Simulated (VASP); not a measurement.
Crystal: Te.

```
Te
1.0
     4.51261    0.00000    0.00000
    -2.25631    3.90804    0.00000
     0.00000    0.00000    6.00196
Te
3
Direct
  0.73100 0.73100 0.00000
  0.00000 0.26900 0.66667
  0.26900 0.00000 0.33333
```

Base run:

| Property | Result |
| --- | --- |
| Program | VASP 6.6.1 |
| Functional | PBE |
| Potentials or basis | VASP PAW PBE potentials, release 64 (Te) |
| Cutoff | 520 eV |
| k mesh | 7 × 7 × 5 |
| Occupations | fermi-dirac, width 0.05 eV |
| Spin | no spin polarisation |

Its results: band gap on the k mesh 0.64 eV (least direct gap 0.76 eV); pressure -0.4 GPa; largest force 0.041 eV/Å.

Task: The run is repeated on the same cell with these changes: functional from PBE to r2SCAN. What comes out?

Result: Band gap on the k mesh 0.78 eV (least direct gap 0.90 eV); pressure -1.0 GPa; largest force 0.263 eV/Å.

Caveats: spin-orbit coupling is left out, which moves the levels of the heavy elements; an odd mesh through Γ misses points on the zone boundary, where band edges can lie; the PAW data sets were made with another functional, which shifts forces and pressure a little (at least some runs).
